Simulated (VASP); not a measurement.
# SiO2 (R-3m) in VASP: further runs

Runs on SiO2. Level: PBE+D3(BJ). Tasks: single point.

Everything below comes from runs of VASP 6.6.1. Logs are shortened: lines on timing, memory, paths and dates and some standing lists are left out, and cuts for length are marked.

## (1) The cell of the first run

The structure is trigonal, space group R-3m (No. 166). The conventional cell has a = 2.687 Å, b = 2.687 Å, c = 13.714 Å, α = 90.00°, β = 90.00°, γ = 120.00°. Si (site symmetry -3m) has 6 O at 1.80 Å within 2.4 Å. O (site symmetry 3m) has 3 Si at 1.80 Å and 3 O at 2.40 Å within 2.4 Å.

## (2) Single point, PBE+D3(BJ)

INCAR

```
ALGO = Normal ; EDIFF = 1E-6
ENCUT = 520 ; GGA = PE
ISIF = 2 ; ISMEAR = 0
IVDW = 12 ; LASPH = T
LCHARG = T ; LELF = T
LREAL = F ; LVHAR = T
LWAVE = F ; NBANDS = 15
NELM = 100 ; PREC = Accurate
SIGMA = 0.02
```

KPOINTS

```
k-points
0
Gamma
  12 12 12
```

POSCAR

```
SiO2
1.0
    1.3436707835      0.7757686886      4.5713777720
   -1.3436707835      0.7757686886      4.5713777720
    0.0000000000     -1.5515373772      4.5713777720
Si O
1 2
Direct
    0.5000000000      0.5000000000      0.5000000000
    0.7666236705      0.7666236705      0.7666236705
    0.2333763295      0.2333763295      0.2333763295
```

Potentials or basis: VASP PAW PBE potentials, release 64 (Si, O).

Command:

```bash
> cat potpaw_PBE.64/Si/POTCAR potpaw_PBE.64/O/POTCAR > POTCAR
> mpirun -np 1 vasp_std > vasp.out
```

OUTCAR:

```text
EDIFF = 1E-6
   ENCUT = 520
   GGA = PE
   ISIF = 2
   ISMEAR = 0
   IVDW = 12
   LASPH = T
   LREAL = F
   NELM = 100
   PREC = Accurate
 IVDW          = 12

 ion  position               nearest neighbor table
   1  0.500  0.500  0.500-   3 1.80   3 1.80   2 1.80   2 1.80   3 1.80   2 1.80
   2  0.767  0.767  0.767-   1 1.80   1 1.80   1 1.80
   3  0.233  0.233  0.233-   1 1.80   1 1.80   1 1.80

  LATTYP: Found a trigonal (rhomboedric) cell.
 ALAT       =     4.8275006957
 COS(alpha) =     0.8450573235

  Lattice vectors:

 A1 = (   1.3436707835,   0.7757686886,   4.5713777720)
 A2 = (  -1.3436707835,   0.7757686886,   4.5713777720)
 A3 = (   0.0000000000,  -1.5515373772,   4.5713777720)

Analysis of symmetry for initial positions (statically):
=====================================================================
 Subroutine PRICEL returns:
 Original cell was already a primitive cell.

 Routine SETGRP: Setting up the symmetry group for a
 trigonal (rhombohedral) supercell.

 Subroutine GETGRP returns: Found 12 space group operations
 (whereof 12 operations were pure point group operations)
 out of a pool of 12 trial point group operations.

The static configuration has the point symmetry D_3d.

Analysis of symmetry for dynamics (positions and initial velocities):
=====================================================================
 Subroutine PRICEL returns:
 Original cell was already a primitive cell.

 Routine SETGRP: Setting up the symmetry group for a
 trigonal (rhombohedral) supercell.

 Subroutine GETGRP returns: Found 12 space group operations
 (whereof 12 operations were pure point group operations)
 out of a pool of 12 trial point group operations.

The dynamic configuration has the point symmetry D_3d.

 Subroutine INISYM returns: Found 12 space group operations
 (whereof 12 operations are pure point group operations),
 and found     1 'primitive' translations

----------------------------------------------------------------------------------------

                                     Primitive cell

  volume of cell :      28.5906

  direct lattice vectors                    reciprocal lattice vectors
     1.343670783  0.775768689  4.571377772     0.372114960  0.214840672  0.072917477
    -1.343670783  0.775768689  4.571377772    -0.372114960  0.214840672  0.072917477
     0.000000000 -1.551537377  4.571377772     0.000000000 -0.429681345  0.072917477

  length of vectors
     4.827500696  4.827500696  4.827500696     0.435824525  0.435824525  0.435824525

[... 94 lines left out ...]
   NUPDOWN=      -1.0000    fix difference up-down
   EMIN   =  10.00;   EMAX   =-10.00  energy-range for DOS
   EFERMI =   0.00;   METHOD = LEGACY
   ISMEAR =     0;   SIGMA  =   0.02  broadening in eV -4-tet -1-fermi 0-gaus
   EFERMI_NEDOS =   21; number of points for ismear=-14 and -15
   IALGO  =     38    algorithm
   IMIX   =      4    mixing-type and parameters
     AMIX     =   0.40;   BMIX     =  1.00
     AMIX_MAG =   1.60;   BMIX_MAG =  1.00
  volume/ion in A,a.u.               =       9.53        64.31
  Fermi-wavevector in a.u.,A,eV,Ry     =   1.349088  2.549407 24.763132  1.820039
  Thomas-Fermi vector in A             =   2.476704
   LORBIT       =      0    0 simple, 1 ext, 2 COOP (PROOUT), +10 PAW based schemes
   GGA     = PE    functional components
   LHFCALC =     F    Hartree Fock is set to
   AEXX    =    0.0000 exact exchange contribution
   IVDW    =    12    specifies the selected vdW correction
   LEPSILON=     F    determine dielectric tensor
   LRPA    =     F    only Hartree local field effects (RPA)
 non-spin polarized calculation
 Gauss-broadening in eV      SIGMA  =   0.02
  energy-cutoff  :      520.00
  volume of cell :       28.59
 maximum number of plane-waves:       784
   NGX = 17   NGY = 17   NGZ = 17

 number of electron      15.9999996 magnetization

 Free energy of the ion-electron system (eV)
  ---------------------------------------------------
  ext. energy  EPLUGINS =         0.00000000
  ---------------------------------------------------
  free energy    TOTEN  =       -22.72664795 eV

  energy without entropy =      -22.72664795  energy(sigma->0) =      -22.72664795

 E-fermi :   4.4160     XC(G=0): -10.7883

 val. band max:        4.2392796963   @ k =  -0.0833   0.0833   0.0000
 cond. band min:      10.3824468577   @ k =   0.0000   0.0000   0.0000
 fundamental gap:      6.1431671614
 Fermi energy:         4.4160478349

 k-point     1 :       0.0000    0.0000    0.0000
  band No.  band energies     occupation
      1     -17.2866      2.00000
      2     -13.3714      2.00000
      3      -1.1589      2.00000
      4       1.8938      2.00000
      5       1.8938      2.00000
      6       3.0031      2.00000
      7       3.0031      2.00000
      8       4.0007      2.00000
      9      10.3824      0.00000
     10      12.3680      0.00000
     11      17.3488      0.00000
     12      17.3488      0.00000
     13      18.1340      0.00000
     14      20.6686      0.00000
[... 401 lines left out ...]
      2     -13.3601      2.00000
      3      -3.9096      2.00000
      4      -1.9230      2.00000
      5      -1.0345      2.00000
      6       1.0111      2.00000
      7       2.7820      2.00000
      8       3.1856      2.00000
      9      13.4859      0.00000
     10      16.0432      0.00000
     11      17.6799      0.00000
     12      18.6782      0.00000
     13      18.7203      0.00000
     14      19.3345      0.00000
     15      20.5212      0.00000

 [... further k-points ...]

------------------------ aborting loop because EDIFF is reached ----------------------------------------

 Edisp (eV)   -0.56360

 E8    (eV) :    -0.1890

  FORCE on cell =-STRESS in cart. coord.  units (eV):
  Direction    XX          YY          ZZ          XY          YZ          ZX
  --------------------------------------------------------------------------------------
  -------------------------------------------------------------------------------------
  Total       0.14894     0.14894    -0.02192     0.00000    -0.00000     0.00000
  in kB       8.34634     8.34634    -1.22817     0.00000    -0.00000     0.00000
  external pressure =        5.15 kB  Pullay stress =        0.00 kB

 VOLUME and BASIS-vectors are now :
 -----------------------------------------------------------------------------
  energy-cutoff  :      520.00
  volume of cell :       28.59
      direct lattice vectors                 reciprocal lattice vectors
     1.343670783  0.775768689  4.571377772     0.372114960  0.214840672  0.072917477
    -1.343670783  0.775768689  4.571377772    -0.372114960  0.214840672  0.072917477
     0.000000000 -1.551537377  4.571377772     0.000000000 -0.429681345  0.072917477

 POSITION                                       TOTAL-FORCE (eV/Angst)
 -----------------------------------------------------------------------------------
      0.00000      0.00000      6.85707         0.000000     -0.000000      0.000000
      0.00000      0.00000     10.51358        -0.000000      0.000000     -0.013102
      0.00000      0.00000      3.20055        -0.000000     -0.000000      0.013102
 -----------------------------------------------------------------------------------
    total drift:                               -0.000000      0.000000     -0.000000

  FREE ENERGIE OF THE ION-ELECTRON SYSTEM (eV)
  ---------------------------------------------------
  free  energy   TOTEN  =       -23.2902449674 eV

  energy  without entropy=      -23.2902449674  energy(sigma->0) =      -23.29024497
```

OSZICAR:

```text
N       E                     dE             d eps       ncg     rms          rms(c)
DAV:   1     0.561328774303E+02    0.56133E+02   -0.86252E+03  5750   0.101E+03
DAV:   2    -0.221362725765E+02   -0.78269E+02   -0.73899E+02  7720   0.224E+02
DAV:   3    -0.248214848326E+02   -0.26852E+01   -0.26799E+01  6643   0.406E+01
DAV:   4    -0.248367645806E+02   -0.15280E-01   -0.15279E-01  6755   0.352E+00
DAV:   5    -0.248368998347E+02   -0.13525E-03   -0.13525E-03  6608   0.313E-01    0.117E+01
DAV:   6    -0.227133535266E+02    0.21235E+01   -0.43771E+00  5950   0.195E+01    0.533E+00
DAV:   7    -0.227207315763E+02   -0.73780E-02   -0.24367E-01  6342   0.394E+00    0.212E+00
DAV:   8    -0.227237916947E+02   -0.30601E-02   -0.10251E-02  6440   0.117E+00    0.665E-01
DAV:   9    -0.227264524018E+02   -0.26607E-02   -0.45606E-03  5950   0.673E-01    0.197E-01
DAV:  10    -0.227266436842E+02   -0.19128E-03   -0.28992E-04  6405   0.150E-01    0.339E-02
DAV:  11    -0.227266465760E+02   -0.28918E-05   -0.40146E-05  6237   0.695E-02    0.107E-02
DAV:  12    -0.227266477280E+02   -0.11520E-05   -0.43997E-06  6426   0.195E-02    0.262E-03
DAV:  13    -0.227266479509E+02   -0.22289E-06   -0.35919E-07  4725   0.510E-03
   1 F= -.23290245E+02 E0= -.23290245E+02  d E =-.475111E-38
```

stdout:

```text
POSCAR found type information on POSCAR SiO
 POSCAR found :  2 types and       3 ions
 scaLAPACK will be used
 LDA part: xc-table for (Slater+PW92), standard interpolation
 POSCAR, INCAR and KPOINTS ok, starting setup
 FFT: planning ... GRIDC
 FFT: planning ... GRID_SOFT
 FFT: planning ... GRID
 WAVECAR not read
 entering main loop
```

Run time: 2.5 min. Hardware: 1 thread of Intel Xeon Platinum 8175M at 2.50GHz (Skylake/Cascade Lake), shared host; peak memory 0.24 GiB.

Results:

| Property | Result |
| --- | --- |
| Free energy | -23.2902 eV |
| Pressure | 0.5 GPa |
| Largest force | 0.013 eV/Å |
| Band gap on the k mesh | 6.14 eV (least direct gap 6.38 eV) |
| Dispersion energy per atom | -0.188 eV |

Forces on the atoms (eV/Å):
```
Si   0.000  0.000  0.000
O    0.000  0.000 -0.013
O    0.000  0.000  0.013
```

## (3) Single point, PBE+D3(BJ) (9.82 Å³/atom)

This run uses another cell than the first one, of 9.82 Å³/atom.

INCAR

```
ALGO     = Normal         # electronic algorithm
EDIFF    = 1E-7           # SCF threshold, eV
ENCUT    = 520            # plane-wave cutoff, eV
GGA      = PE             # functional
ISIF     = 2              # what is computed and relaxed
ISMEAR   = 0              # smearing method
IVDW     = 12             # dispersion correction
LASPH    = True           # aspherical terms in the spheres
LCHARG   = False          # write CHGCAR
LREAL    = False          # projectors in reciprocal space
LWAVE    = False          # write WAVECAR
NBANDS   = 15             # bands
NELM     = 60             # most SCF steps
PREC     = Accurate       # precision mode
SIGMA    = 0.02           # smearing width, eV
```

KPOINTS is that of step 2.

POSCAR

```
SiO2
1.0
    1.3453005379      0.7767096277      4.6971178142
   -1.3453005379      0.7767096277      4.6971178142
    0.0000000000     -1.5534192554      4.6971178142
Si O
1 2
Direct
    0.5000000000      0.5000000000      0.5000000000
    0.7683560735      0.7683560735      0.7683560735
    0.2316439265      0.2316439265      0.2316439265
```

Potentials or basis: VASP PAW PBE potentials, release 64 (Si, O).

Command:

```bash
> cat potpaw_PBE.64/Si/POTCAR potpaw_PBE.64/O/POTCAR > POTCAR
> mpirun -np 1 vasp_std > vasp.out
```

Wall time 3.5 min (1 thread of Intel Xeon Platinum 8175M at 2.50GHz (Skylake/Cascade Lake), shared host); peak memory 0.27 GiB.

It converged, with:

```yaml
Free_energy: -23.2883 eV
Pressure: -0.4 GPa
Largest_force: 0.008 eV/Å
Band_gap_on_the_k_mesh: 6.15 eV (least direct gap 6.43 eV)
Dispersion_energy_per_atom: -0.182 eV
```

Forces on the atoms (eV/Å):
```
Si   0.000  0.000  0.000
O    0.000  0.000 -0.008
O    0.000  0.000  0.008
```

Stress tensor (GPa, compression positive):
```
-0.09  0.00  0.00
 0.00 -0.09  0.00
 0.00  0.00 -1.11
```

Levels at points of the mesh, in eV from the valence-band top:
```
           k point  band 6  band 7  band 8  band 9  band 10  band 11
(0.00, 0.00, 0.00)   -1.17   -1.17   -0.27    6.15     8.19    13.15
(0.50, 0.00, 0.00)   -2.03   -1.64   -1.38    7.90    10.49    13.22
(0.50, 0.50, 0.00)   -1.86   -1.57   -0.88    7.65     9.87    11.95
(0.50, 0.50, 0.50)   -1.46   -1.20   -1.20    7.04     8.25    12.43
```
